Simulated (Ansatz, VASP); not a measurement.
# One calculation of GaSb, two programs

```
Ga Sb
1.0
     0.00000    3.05561    3.05561
     3.05561    0.00000    3.05561
     3.05561    3.05561    0.00000
Ga Sb
1 1
Direct
  0.00000 0.00000 0.00000
  0.25000 0.25000 0.25000
```

Alike in both runs: task single point; functional LDA; k mesh 12 × 12 × 12; occupations gaussian, width 0.1 eV; no spin polarisation.

|  | VASP | Ansatz |
| --- | --- | --- |
| version | VASP 6.6.1 | Ansatz 0.2.0 |
| potentials or method | VASP PAW LDA potentials, release 64 (Ga_d, Sb), cutoff 520 eV | scalar-relativistic, plane waves, PAW |
| valence electrons in the cell | 18 | 28 |

VASP gave:

```
gap on the k mesh at the Fermi level (eV) : none
pressure (GPa)                            : -1.4
```

**Question.** What did Ansatz give for the same quantities?

**Answer.** gap on the k mesh at the Fermi level (eV): none; pressure (GPa): -1.6.

LDA's correlation is that of Perdew and Zunger in VASP and of Perdew and Wang (1992) in Ansatz. A gap of «none» marks a metal or a gap that the smearing closes. VASP's potentials hold 18 valence electrons a cell and Ansatz's 28, so a difference there can come from the potentials and not from the codes.

Spin-orbit coupling is off throughout.
